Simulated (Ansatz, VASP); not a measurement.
**ZrBr5: VASP beside Ansatz**

```xyz
6
Lattice="9.0014 0.0000 0.0000 -4.5007 7.7955 0.0000 0.0000 0.0000 3.2858" Properties=species:S:1:pos:R:3 pbc="T T T"
Zr    0.0000    0.0000    1.6429
Br   -3.4644    6.0005    0.0000
Br    6.9288    0.0000    0.0000
Br    1.0363    1.7950    0.0000
Br    4.5007    2.5985    1.6429
Br    0.0000    5.1970    1.6429
```

Change from the starting cell: species swapped into the LiMg5 type (P-62m, No. 189).

Alike in both runs: functional PBE; k mesh 3 × 3 × 4; occupations gaussian, width 0.1 eV; no spin polarisation.

Ansatz relaxed the structure, and its values are those at the end. VASP's run is a single point on that final structure, the one shown.

```csv
,VASP,Ansatz
version,VASP 6.6.1,Ansatz 0.2.0
potentials or method,"VASP PAW PBE potentials, release 64 (Zr_sv, Br), cutoff 520 eV","scalar-relativistic, plane waves, PAW"
valence electrons in the cell,47,47
```

Ansatz gave:

```
gap on the k mesh at the Fermi level (eV) : none
pressure (GPa)                            : 0.1
rms of the force components (eV/Å)        : 0.009
```

Problem. What did VASP give for the same quantities?

Solution. gap on the k mesh at the Fermi level (eV): none; pressure (GPa): 0.1; rms of the force components (eV/Å): 0.013.

A gap of «none» marks a metal or a gap that the smearing closes. With one functional, cell and mesh, what is left measures potentials, basis and numerics.

The k mesh is coarse, so the values compare programs but aren't converged.
